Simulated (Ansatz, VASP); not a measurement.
# Ti in VASP and in Ansatz

```
Ti
1.0
     4.56802    0.00000    0.00000
    -2.28401    3.95602    0.00000
     0.00000    0.00000    2.82456
Ti
3
Direct
  0.00000 0.00000 0.00000
  0.33333 0.66667 0.50000
  0.66667 0.33333 0.50000
```

Alike in both runs: task single point; functional r2SCAN; k mesh 12 × 12 × 18; occupations gaussian, width 0.1 eV; no spin polarisation.

```csv
,VASP,Ansatz
version,VASP 6.6.1,Ansatz 0.2.0
potentials or method,"VASP PAW PBE potentials, release 64 (Ti_sv), cutoff 520 eV","scalar-relativistic, plane waves, PAW"
valence electrons in the cell,36,36
```

```csv
,VASP,Ansatz,Ansatz less VASP
gap on the k mesh at the Fermi level (eV),none,none,-
pressure (GPa),0.4,0.0,-0.45
"traceless stress, the component that is largest in VASP (GPa)",-0.06,-0.01,+0.048
```

VASP's potentials were made for PBE, not for r2SCAN. A gap of «none» marks a metal or a gap that the smearing closes.
